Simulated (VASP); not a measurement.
Input of a VASP 6.6.1 run:

INCAR

```
  PREC = Accurate
  ENCUT = 520
  EDIFF = 1E-6
  ISMEAR = -1
  SIGMA = 0.1
  LREAL = False
  LASPH = True
  NELM = 80
  ALGO = Normal
  ISIF = 2
  LWAVE = False
  LCHARG = False
  GGA = RE
  NBANDS = 34
```

The input KPOINTS:

```
Automatic mesh
0
Gamma
  11 11 3
```

Contents of POSCAR:

```
In
1.0
    3.4325988066      0.0000000000      0.0000000000
   -1.7162994033      2.9727177675      0.0000000000
    0.0000000000      0.0000000000     11.1493578123
In
4
Direct
    0.0000000000      0.0000000000      0.0000000000
    0.0000000000      0.0000000000      0.5000000000
    0.3333333333      0.6666666667      0.2500000000
    0.6666666667      0.3333333333      0.7500000000
```

Potentials or basis: VASP PAW PBE potentials, release 64 (In_d).

Launch:

```bash
$ cat potpaw_PBE.64/In_d/POTCAR > POTCAR
$ mpirun -np 1 vasp_std > vasp.out
```

(1) Estimate the pressure.

(2) Estimate the band gap on the k mesh.

## Answers

(1) 0.0 GPa.

(2) zero (bands 26 and 27 overlap by 4.42 eV).

Caveat: the PAW data sets were made with another functional, which shifts forces and pressure a little; spin-orbit coupling is left out, which moves the levels of the heavy elements.
